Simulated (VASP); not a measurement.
Here is a VASP 6.6.1 calculation.

INCAR

```
PREC = Accurate
ENCUT = 520
EDIFF = 1E-6
ISMEAR = -1
SIGMA = 0.1
LREAL = F
LASPH = T
NELM = 100
ALGO = Normal
ISIF = 2
LWAVE = F
LCHARG = F
GGA = RE
NBANDS = 9
```

File KPOINTS:

```
regular mesh
0
Gamma
  13 13 13
```

File POSCAR:

```
Te
1.0
   -1.9871752612      1.9871752612      1.9871752612
    1.9871752612     -1.9871752612      1.9871752612
    1.9871752612      1.9871752612     -1.9871752612
Te
1
Direct
    0.0000000000      0.0000000000      0.0000000000
```

Potentials or basis: VASP PAW PBE potentials, release 64 (Te).

The run is started by

```console
$ cat potpaw_PBE.64/Te/POTCAR > POTCAR
$ mpirun -np 1 vasp_std > vasp.out
```

(1) Predict the pressure.

(2) What does it give for the band gap on the k mesh?

## Answers

(1) -3.4 GPa.

(2) zero (bands 3 and 4 overlap by 5.06 eV).

Caveat: the cell stands under tension; the PAW data sets were made with another functional, which shifts forces and pressure a little; spin-orbit coupling is left out, which moves the levels of the heavy elements.
